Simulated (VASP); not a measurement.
Input of a VASP 6.6.1 run:

File INCAR:

```
ALGO = Normal ; EDIFF = 1E-8
ENCUT = 600 ; GGA = PS
GGA_COMPAT = False ; IBRION = 8
ISIF = 2 ; ISMEAR = 0
LASPH = True ; LCHARG = True
LREAL = False ; LWAVE = False
NBANDS = 11 ; NELM = 120
NSW = 1 ; PREC = Accurate
SIGMA = 0.01
```

KPOINTS

```
k-points
0
Gamma
  10 10 10
```

POSCAR

```
Be2C
1.0
    2.1323692850      2.1323692850      0.0000000000
   -2.1323692850      2.1323692850      0.0000000000
    0.0000000000      2.1323692850      2.1323692850
Be C
2 1
Direct
    0.2500000000      0.7500000000      0.5000000000
    0.7500000000      0.2500000000      0.5000000000
    0.0000000000      0.0000000000      0.0000000000
```

Potentials or basis: VASP PAW PBE potentials, release 64 (Be, C).

Run with:

```bash
$ cat potpaw_PBE.64/Be/POTCAR potpaw_PBE.64/C/POTCAR > POTCAR
$ mpirun -np 1 vasp_std > vasp.out
```

(1) Estimate the highest phonon frequency at Γ.

Results:

(1) 738 cm⁻¹.

Caveat: the cell stands under pressure or tension, which shifts response properties.
